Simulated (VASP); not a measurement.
Here is a VASP 6.6.1 calculation.

Contents of INCAR:

```
PREC = Accurate ; ENCUT = 500
EDIFF = 1E-6 ; ISMEAR = 0
SIGMA = 0.05 ; LREAL = False
LASPH = True ; NELM = 120
ALGO = Normal ; ISIF = 2
LWAVE = False ; LCHARG = False
GGA = PS ; NBANDS = 11
GGA_COMPAT = False
```

KPOINTS

```
regular mesh
0
Gamma
  10 10 10
```

POSCAR

```
NaH
1.0
    2.9698996200      0.0000000000      0.0000000000
    0.0000000000      2.9403483800      0.0000000000
    0.0000000000      0.0000000000      2.9551240000
Na H
1 1
Direct
    0.0000000000      0.0000000000      0.0000000000
    0.5000000000      0.5000000000      0.5000000000
```

Potentials or basis: VASP PAW PBE potentials, release 64 (Na_pv, H).

The run is started by

```sh
$ cat potpaw_PBE.64/Na_pv/POTCAR potpaw_PBE.64/H/POTCAR > POTCAR
$ mpirun -np 1 vasp_std > vasp.out
```

Problem. What does it give for the pressure?

Solution. -0.5 GPa.

Problem. Predict the band gap on the k mesh.

Solution. 0.76 eV (least direct gap 4.30 eV).

Stress tensor (GPa, compression positive):
```
-1.04  0.00  0.00
 0.00  0.08  0.00
 0.00  0.00 -0.48
```

Caveat: the cell differs from its parent crystal (strain +0.0050 x Voigt [1, -1, 0, 0, 0, 0]); the PAW data sets were made with another functional, which shifts forces and pressure a little. A k mesh can miss the band edges.
